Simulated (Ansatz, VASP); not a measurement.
# KF in VASP and in Ansatz

Contents of POSCAR:

```
KF
1.0
    0.0000000000      2.6589605711      2.6589605711
    2.6589605711      0.0000000000      2.6589605711
    2.6589605711      2.6589605711      0.0000000000
K F
1 1
Direct
    0.0000000000      0.0000000000      0.0000000000
    0.5000000000      0.5000000000      0.5000000000
```

INCAR.step1

```
SYSTEM = KF
ALGO     = Normal         ! electronic algorithm
EDIFF    = 1E-4           ! SCF threshold, eV
ENCUT    = 520            ! plane-wave cutoff, eV
GGA      = PE             ! functional
ISMEAR   = 0              ! smearing method
LASPH    = .TRUE.         ! aspherical terms in the spheres
LCHARG   = .FALSE.        ! write CHGCAR
LREAL    = .FALSE.        ! projectors in reciprocal space
LWAVE    = .TRUE.         ! write WAVECAR
NBANDS   = 15             ! bands
NELM     = 80             ! most SCF steps
PREC     = Accurate       ! precision mode
SIGMA    = 0.01           ! smearing width, eV
```

File INCAR.step2:

```
SYSTEM = KF
ALGO     = Normal         ! electronic algorithm
EDIFF    = 1E-6           ! SCF threshold, eV
ENCUT    = 520            ! plane-wave cutoff, eV
ISIF     = 2              ! what is computed and relaxed
ISMEAR   = 0              ! smearing method
ISTART   = 1            
LASPH    = .TRUE.         ! aspherical terms in the spheres
LCHARG   = .TRUE.         ! write CHGCAR
LELF     = .TRUE.         ! ELF
LMIXTAU  = .TRUE.       
LREAL    = .FALSE.        ! projectors in reciprocal space
LVHAR    = .TRUE.       
LWAVE    = .FALSE.        ! write WAVECAR
METAGGA  = R2SCAN         ! meta-GGA
NBANDS   = 15             ! bands
NELM     = 80             ! most SCF steps
PREC     = Accurate       ! precision mode
SIGMA    = 0.01           ! smearing width, eV
```

File KPOINTS:

```
k-points
0
G
  8 8 8
  0 0 0
```

Input for Ansatz:

```yaml
crystal:
  lattice:
    - [0.0, 2.6589605711, 2.6589605711]
    - [2.6589605711, 0.0, 2.6589605711]
    - [2.6589605711, 2.6589605711, 0.0]
  atoms:
    - { symbol: K, position: [0.0, 0.0, 0.0] }
    - { symbol: F, position: [0.5, 0.5, 0.5] }
kpoints:
  mp_grid: { grid: [8, 8, 8] }
  band_path:
    path:
      - [0.0, 0.0, 0.0]
      - [0.5, 0.0, 0.5]
      - [0.625, 0.25, 0.625]
      - [0.375, 0.375, 0.75]
      - [0.5, 0.5, 0.5]
      - [0.5, 0.25, 0.75]
    npoints: 1
hamiltonian:
  xc: r2scan
scf:
  occupations: { method: fixed }
  n_extra_bands: 4
output:
  forces: true
  stress: true
  eigenvalues: true
```

Alike in both runs: task single point; functional r2SCAN; k mesh 8 × 8 × 8; no spin polarisation.

|  | VASP | Ansatz |
| --- | --- | --- |
| version | VASP 6.6.1 | Ansatz 0.2.0 |
| potentials or method | VASP PAW PBE potentials, release 64 (K_sv, F) | plane waves, PAW |
| plane-wave cutoff (eV) | 520 | 500 |
| occupations | gaussian, width 0.01 eV | fixed |
| valence electrons in the cell | 16 | 16 |

|  | VASP | Ansatz | Ansatz less VASP |
| --- | --- | --- | --- |
| gap on the k mesh at the Fermi level (eV) | 6.91 | 6.91 | +0.001 |
| pressure (GPa) | 0.0 | 0.0 | +0.04 |

VASP's potentials were made for PBE, not for r2SCAN.
